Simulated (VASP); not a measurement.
# Nb (R32) in VASP: notebook

The runs below take Nb through single point, relaxation of cell and atoms, with PBE.

Everything below comes from runs of VASP 6.6.1. Logs are shortened: lines on timing, memory, paths and dates and some standing lists are left out, and cuts for length are marked.

## 1. The cell of the first run

Symmetry: R32, No. 155, trigonal system. Conventional cell: a = 7.017 Å, b = 7.017 Å, c = 7.470 Å, α = 90.00°, β = 90.00°, γ = 120.00°. Within 3.7 Å of Nb (site symmetry 2) lie 8 Nb at 2.78 to 2.93 Å. Nb (site symmetry 3) has 7 Nb at 2.56 to 2.93 Å within 3.4 Å.

## 2. Single point, PBE

File INCAR:

```
ALGO = Fast
EDIFF = 1E-7
ENCUT = 520
GGA = PE
ISIF = 2
ISMEAR = 0
LASPH = T
LCHARG = F
LREAL = F
LWAVE = F
NBANDS = 40
NELM = 60
PREC = Accurate
SIGMA = 0.1
```

File KPOINTS:

```
k-points
0
Gamma
  6 6 6
```

File POSCAR:

```
Nb
1.0
    3.5085911255      2.0256860307      2.4901239983
   -3.5085911255      2.0256860307      2.4901239983
    0.0000000000     -4.0513720615      2.4901239982
Nb
5
Direct
    0.0000000000      0.7713638513      0.2286361487
    0.7713638513      0.2286361487      0.0000000000
    0.2286361487      0.0000000000      0.7713638513
    0.3283950928      0.3283950928      0.3283950928
    0.6716049072      0.6716049072      0.6716049072
```

Potentials or basis: VASP PAW PBE potentials, release 64 (Nb_sv).

The run is started by

```
> cat potpaw_PBE.64/Nb_sv/POTCAR > POTCAR
> mpirun -np 1 vasp_std > vasp.out
```

OUTCAR:

```text
EDIFF = 1E-7
   ENCUT = 520
   GGA = PE
   ISIF = 2
   ISMEAR = 0
   LASPH = T
   LREAL = F
   NELM = 60
   PREC = Accurate

 ion  position               nearest neighbor table
   1  0.000  0.771  0.229-   3 2.78   2 2.78   5 2.78   4 2.78   3 2.80   2 2.80   5 2.93   4 2.93

   2  0.771  0.229  0.000-   1 2.78   3 2.78   4 2.78   5 2.78   1 2.80   3 2.80   5 2.93   4 2.93

   3  0.229  0.000  0.771-   1 2.78   2 2.78   4 2.78   5 2.78   1 2.80   2 2.80   4 2.93   5 2.93

   4  0.328  0.328  0.328-   5 2.56   3 2.78   2 2.78   1 2.78   3 2.93   1 2.93   2 2.93
   5  0.672  0.672  0.672-   4 2.56   1 2.78   2 2.78   3 2.78   1 2.93   3 2.93   2 2.93

  LATTYP: Found a trigonal (rhomboedric) cell.
 ALAT       =     4.7554529866
 COS(alpha) =    -0.0887087961

  Lattice vectors:

 A1 = (   3.5085911255,   2.0256860307,   2.4901239983)
 A2 = (  -3.5085911255,   2.0256860307,   2.4901239983)
 A3 = (   0.0000000000,  -4.0513720615,   2.4901239982)

Analysis of symmetry for initial positions (statically):
=====================================================================
 Subroutine PRICEL returns:
 Original cell was already a primitive cell.

 Routine SETGRP: Setting up the symmetry group for a
 trigonal (rhombohedral) supercell.

 Subroutine GETGRP returns: Found  6 space group operations
 (whereof  6 operations were pure point group operations)
 out of a pool of 12 trial point group operations.

The static configuration has the point symmetry D_3 .

Analysis of symmetry for dynamics (positions and initial velocities):
=====================================================================
 Subroutine PRICEL returns:
 Original cell was already a primitive cell.

 Routine SETGRP: Setting up the symmetry group for a
 trigonal (rhombohedral) supercell.

 Subroutine GETGRP returns: Found  6 space group operations
 (whereof  6 operations were pure point group operations)
 out of a pool of 12 trial point group operations.

The dynamic configuration has the point symmetry D_3 .

 Subroutine INISYM returns: Found  6 space group operations
 (whereof  6 operations are pure point group operations),
 and found     1 'primitive' translations

----------------------------------------------------------------------------------------

                                     Primitive cell

  volume of cell :     106.1884

  direct lattice vectors                    reciprocal lattice vectors
     3.508591126  2.025686031  2.490123998     0.142507343  0.082276653  0.133862142
    -3.508591126  2.025686031  2.490123998    -0.142507343  0.082276653  0.133862142
     0.000000000 -4.051372062  2.490123998     0.000000000 -0.164553306  0.133862142

  length of vectors
     4.755452987  4.755452987  4.755452987     0.212124642  0.212124642  0.212124642

  position of ions in fractional coordinates (direct lattice)
     0.000000000  0.771363851  0.228636149
     0.771363851  0.228636149  0.000000000
     0.228636149  0.000000000  0.771363851
     0.328395093  0.328395093  0.328395093
     0.671604907  0.671604907  0.671604907

  ion indices of the primitive-cell ions
   primitive index   ion index
                 1           1
                 2           2
                 3           3
                 4           4
                 5           5

----------------------------------------------------------------------------------------

 KPOINTS: k-points

Automatic generation of k-mesh.
 Grid dimensions read from file:
 generate k-points for:    6    6    6

 Generating k-lattice:

  Cartesian coordinates                     Fractional coordinates (reciprocal lattice)
     0.023751224  0.013712776  0.022310357     0.166666667  0.000000000  0.000000000
    -0.023751224  0.013712776  0.022310357     0.000000000  0.166666667  0.000000000
     0.000000000 -0.027425551  0.022310357     0.000000000  0.000000000  0.166666667

  Length of vectors
     0.035354107  0.035354107  0.035354107

  Shift w.r.t. Gamma in fractional coordinates (k-lattice)
     0.000000000  0.000000000  0.000000000

 Subroutine IBZKPT returns following result:
 ===========================================

 Found     32 irreducible k-points:

 Following reciprocal coordinates:
            Coordinates               Weight
  0.000000  0.000000  0.000000      1.000000
  0.166667  0.000000  0.000000      6.000000
  0.333333 -0.000000  0.000000      6.000000
  0.500000  0.000000  0.000000      3.000000
  0.166667  0.166667  0.000000      6.000000
  0.333333  0.166667  0.000000     12.000000
[... 16 lines left out ...]
  0.500000  0.500000  0.166667      6.000000
 -0.333333  0.500000  0.166667     12.000000
 [... further k-points ...]
   k-points           NKPTS =     32   k-points in BZ     NKDIM =     32   number of bands    NBANDS=     40
   number of dos      NEDOS =    301   number of ions     NIONS =      5
   total plane-waves  NPLWV =  46656
   dimension x,y,z NGX =    36 NGY =   36 NGZ =   36
   dimension x,y,z NGXF=    72 NGYF=   72 NGZF=   72
   ions per type =               5
   NGX,Y,Z   is equivalent  to a cutoff of  12.59, 12.59, 12.59 a.u.
   NGXF,Y,Z  is equivalent  to a cutoff of  25.17, 25.17, 25.17 a.u.
 SYSTEM =  unknown system
   PREC   = accura    normal or accurate (medium, high low for compatibility)
   ISTART =      0    job   : 0-new  1-cont  2-samecut
   ICHARG =      2    charge: 1-file 2-atom 10-const
   ISPIN  =      1    spin polarized calculation?
   LNONCOLLINEAR =      F non collinear calculations
   LSORBIT =      F    spin-orbit coupling
   LASPH  =      T    aspherical Exc in radial PAW
   ENCUT  =  520.0 eV  38.22 Ry    6.18 a.u.   8.84  8.84  8.84*2*pi/ulx,y,z
   NELM   =     60;   NELMIN=  2; NELMDL= -5     # of ELM steps
   EDIFF  = 0.1E-06   stopping-criterion for ELM
   LREAL  =      F    real-space projection
   EDIFFG = 0.1E-05   stopping-criterion for IOM
   NSW    =      0    number of steps for IOM
   IBRION =     -1    ionic relax: 0-MD 1-quasi-New 2-CG
   NFREE  =      0    steps in history (QN), initial steepest desc. (CG)
   ISIF   =      2    stress and relaxation
   ISYM   =      2    0-nonsym 1-usesym 2-fastsym
   POTIM  = 0.5000    time-step for ionic-motion
   TEBEG  =    0.0;   TEEND  =   0.0 temperature during run
   PSTRESS=    0.0 pullay stress
   NELECT =      65.0000    total number of electrons
   NUPDOWN=      -1.0000    fix difference up-down
   EMIN   =  10.00;   EMAX   =-10.00  energy-range for DOS
   EFERMI =   0.00;   METHOD = LEGACY
   ISMEAR =     0;   SIGMA  =   0.10  broadening in eV -4-tet -1-fermi 0-gaus
   EFERMI_NEDOS =   21; number of points for ismear=-14 and -15
   IALGO  =     68    algorithm
   IMIX   =      4    mixing-type and parameters
     AMIX     =   0.40;   BMIX     =  1.00
     AMIX_MAG =   1.60;   BMIX_MAG =  1.00
  volume/ion in A,a.u.               =      21.24       143.32
  Fermi-wavevector in a.u.,A,eV,Ry     =   1.390017  2.626752 26.288475  1.932148
  Thomas-Fermi vector in A             =   2.513993
   LORBIT       =      0    0 simple, 1 ext, 2 COOP (PROOUT), +10 PAW based schemes
   GGA     = PE    functional components
   LHFCALC =     F    Hartree Fock is set to
   AEXX    =    0.0000 exact exchange contribution
   IVDW    =     0    specifies the selected vdW correction
   LEPSILON=     F    determine dielectric tensor
   LRPA    =     F    only Hartree local field effects (RPA)
 non-spin polarized calculation
 RMM-DIIS sequential band-by-band and
 Gauss-broadening in eV      SIGMA  =   0.10
  energy-cutoff  :      520.00
  volume of cell :      106.19
 maximum number of plane-waves:      2880
   NGX = 17   NGY = 17   NGZ = 17

 number of electron      64.9999994 magnetization

 Free energy of the ion-electron system (eV)
  ---------------------------------------------------
  ext. energy  EPLUGINS =         0.00000000
  ---------------------------------------------------
  free energy    TOTEN  =       -45.92534919 eV

  energy without entropy =      -45.89801426  energy(sigma->0) =      -45.91168173

 E-fermi :   9.1144     XC(G=0): -11.4685

 val. band max:        9.1126664678   @ k =   0.3333   0.1667   0.1667
 cond. band min:       9.1440144335   @ k =  -0.3333   0.5000   0.1667
 fundamental gap:      0.0313479657
 Fermi energy:         9.1144355560

 k-point     1 :       0.0000    0.0000    0.0000
  band No.  band energies     occupation
      1     -45.5513      2.00000
      2     -45.2780      2.00000
      3     -45.2366      2.00000
      4     -45.2150      2.00000
      5     -45.2150      2.00000
      6     -22.2165      2.00000
[... 32 lines left out ...]
     39      10.7735      0.00000
     40      12.3374      0.00000

 k-point     2 :       0.1667    0.0000    0.0000
  band No.  band energies     occupation
      1     -45.5359      2.00000
      2     -45.3057      2.00000
      3     -45.2394      2.00000
      4     -45.2239      2.00000
      5     -45.1915      2.00000
      6     -22.2069      2.00000
[... 32 lines left out ...]
     39      11.1289      0.00000
     40      11.8306      0.00000

 k-point     3 :       0.3333   -0.0000    0.0000
  band No.  band energies     occupation
      1     -45.4933      2.00000
      2     -45.3637      2.00000
      3     -45.2462      2.00000
      4     -45.2202      2.00000
      5     -45.1737      2.00000
      6     -22.1904      2.00000
[... 32 lines left out ...]
     39      11.3984      0.00000
     40      11.7762      0.00000

 k-point     4 :       0.5000    0.0000    0.0000
  band No.  band energies     occupation
      1     -45.4403      2.00000
      2     -45.4224      2.00000
      3     -45.2488      2.00000
      4     -45.2185      2.00000
      5     -45.1675      2.00000
      6     -22.1645      2.00000
[... 32 lines left out ...]
     39      11.6534      0.00000
     40      11.6970      0.00000
[... 772 lines left out ...]
     39      11.4490      0.00000
     40      11.6118      0.00000

 k-point    23 :       0.5000    0.5000    0.1667
  band No.  band energies     occupation
      1     -45.4232      2.00000
      2     -45.3336      2.00000
      3     -45.2984      2.00000
      4     -45.2764      2.00000
      5     -45.1677      2.00000
      6     -22.2168      2.00000
[... 32 lines left out ...]
     39      11.3220      0.00000
     40      11.5470      0.00000

 k-point    24 :      -0.3333    0.5000    0.1667
  band No.  band energies     occupation
      1     -45.4268      2.00000
      2     -45.3651      2.00000
      3     -45.2741      2.00000
      4     -45.2669      2.00000
      5     -45.1662      2.00000
      6     -22.2526      2.00000
[... 32 lines left out ...]
     39      11.2392      0.00000
     40      11.5928      0.00000

 [... further k-points ...]

------------------------ aborting loop because EDIFF is reached ----------------------------------------

  FORCE on cell =-STRESS in cart. coord.  units (eV):
  Direction    XX          YY          ZZ          XY          YZ          ZX
  --------------------------------------------------------------------------------------
  -------------------------------------------------------------------------------------
  Total       -0.1561835     -0.1561835      0.0665352     -0.0000000     -0.0000000      0.0000000
  in kB       -2.3565063     -2.3565063      1.0038878     -0.0000000     -0.0000000      0.0000000
  external PRESSURE =      -1.2363749 kB  Pullay stress =       0.0000000 kB

 VOLUME and BASIS-vectors are now :
 -----------------------------------------------------------------------------
  energy-cutoff  :      520.00
  volume of cell :      106.19
      direct lattice vectors                 reciprocal lattice vectors
     3.508591126  2.025686031  2.490123998     0.142507343  0.082276653  0.133862142
    -3.508591126  2.025686031  2.490123998    -0.142507343  0.082276653  0.133862142
     0.000000000 -4.051372062  2.490123998     0.000000000 -0.164553306  0.133862142

 POSITION                                       TOTAL-FORCE (eV/Angst)
 -----------------------------------------------------------------------------------
     -2.70640      0.63625      2.49012         0.007598     -0.013161     -0.000000
      1.90421      2.02569      2.49012        -0.015197     -0.000000     -0.000000
      0.80219     -2.66194      2.49012         0.007598      0.013161      0.000000
      0.00000     -0.00000      2.45323         0.000000      0.000000     -0.023773
      0.00000     -0.00000      5.01714         0.000000     -0.000000      0.023773
 -----------------------------------------------------------------------------------
    total drift:                                0.000000     -0.000000      0.000000

  FREE ENERGIE OF THE ION-ELECTRON SYSTEM (eV)
  ---------------------------------------------------
  free  energy   TOTEN  =       -45.9253491920 eV

  energy  without entropy=      -45.8980142629  energy(sigma->0) =      -45.91168173
```

Run time: 3.2 min. Hardware: 1 thread of Intel Xeon 6975P-C (Granite Rapids), shared host; peak memory 0.25 GiB.

What came out:

* Free energy: -45.9253 eV
* Pressure: -0.1 GPa
* Largest force: 0.024 eV/Å

Forces in eV/Å, atoms in the order of the input:
```
Nb   0.008 -0.013  0.000
Nb  -0.015  0.000  0.000
Nb   0.008  0.013  0.000
Nb   0.000  0.000 -0.024
Nb   0.000  0.000  0.024
```

## 3. Relaxation of cell and atoms, PBE

This run uses another cell than the first one, of 18.38 Å³/atom, 0.866 times its volume.

File INCAR:

```
SYSTEM = Nb
  ALGO = Fast
  EDIFF = 1E-7
  EDIFFG = -0.04
  ENCUT = 600
  GGA = PE
  IBRION = 2
  ISIF = 3
  ISMEAR = 0
  LASPH = .True.
  LCHARG = .False.
  LREAL = .False.
  LWAVE = .False.
  NELM = 60
  NSW = 90
  PREC = Accurate
  SIGMA = 0.1
```

File KPOINTS:

```
k-points
0
Gamma
  6 6 6
  0 0 0
```

File POSCAR:

```
Nb
1.0
    3.0225583984      1.7450749049      2.9042289007
   -3.0225583984      1.7450749049      2.9042289007
    0.0000000000     -3.4901498099      2.9042289007
Nb
5
Direct
    0.0000000000      0.7500000000      0.2500000000
    0.7500000000      0.2500000000      0.0000000000
    0.2500000000      0.0000000000      0.7500000000
    0.3343700000      0.3343700000      0.3343700000
    0.6656300000      0.6656300000      0.6656300000
```

Potentials or basis: VASP PAW PBE potentials, release 64 (Nb_sv).

The run is started by

```
> cat potpaw_PBE.64/Nb_sv/POTCAR > POTCAR
> mpirun -np 1 vasp_std > vasp.out
```

It took 29 min on 1 thread of Intel Xeon 6975P-C (Granite Rapids), shared host; peak memory 0.27 GiB.

The run converged. Its results:

* Free energy: -45.9690 eV
* Relaxed volume: 21.20 Å³/atom
* Relaxed cell: a = 4.752 Å, b = 4.752 Å, c = 4.752 Å, α = 95.04°, β = 95.04°, γ = 95.04°
* Space group after relaxing (to 0.05 Å): R32 (No. 155)
* Energy gained by relaxing: 750.5 meV/atom
* Ionic steps: 11
* Pressure after relaxing: -0.2 GPa
* Largest force after relaxing: 0.039 eV/Å

Forces on the atoms (eV/Å):
```
Nb  -0.005  0.008  0.000
Nb   0.009  0.000  0.000
Nb  -0.005 -0.008  0.000
Nb   0.000  0.000 -0.039
Nb   0.000  0.000  0.039
```

Stress tensor (GPa, compression positive):
```
-0.21  0.00  0.00
 0.00 -0.21  0.00
 0.00  0.00 -0.04
```

The path:
| step | energy change (eV) | largest force (eV/Å) | pressure (GPa) | volume (Å³) |
| --- | --- | --- | --- | --- |
| 1 | 0.0000 | 3.3558 | 26.08 | 91.91 |
| 2 | -1.5190 | 0.1806 | -18.86 | 135.25 |
| 3 | -2.9469 | 0.7128 | -7.29 | 114.16 |
| 4 | -3.7023 | 0.2339 | 1.37 | 104.21 |
| 5 | -3.7035 | 0.2727 | 1.88 | 103.87 |
| 6 | -3.7450 | 0.1684 | -0.51 | 106.14 |
| 7 | -3.7456 | 0.1553 | -0.79 | 106.41 |
| 8 | -3.7505 | 0.0992 | 0.39 | 105.52 |
| 9 | -3.7507 | 0.0960 | 0.18 | 105.68 |
| 10 | -3.7521 | 0.0612 | -0.02 | 105.88 |
| 11 | -3.7524 | 0.0391 | -0.15 | 106.01 |

Final structure:
```
Nb
1.0
     3.50489    2.02355    2.49111
    -3.50489    2.02355    2.49111
     0.00000   -4.04709    2.49111
Nb
5
Direct
  0.00000 0.77123 0.22877
  0.77123 0.22877 0.00000
  0.22877 0.00000 0.77123
  0.32866 0.32866 0.32866
  0.67134 0.67134 0.67134
```

Levels at points of the mesh, in eV from the Fermi level:
```
           k point  band 30  band 31  band 32  band 33  band 34  band 35
(0.00, 0.00, 0.00)    -0.80    -0.44    -0.44     0.18     0.51     0.57
(0.50, 0.00, 0.00)    -1.11    -0.42    -0.31    -0.14     0.26     0.91
(0.50, 0.50, 0.00)    -0.60    -0.57    -0.38    -0.26     0.16     0.41
(0.50, 0.50, 0.50)    -0.50    -0.35    -0.35     0.39     0.39     0.54
```

Caveat: the volume moved by over 15 % at a fixed basis, so the end points are rough.

[end of part 1 of 2]
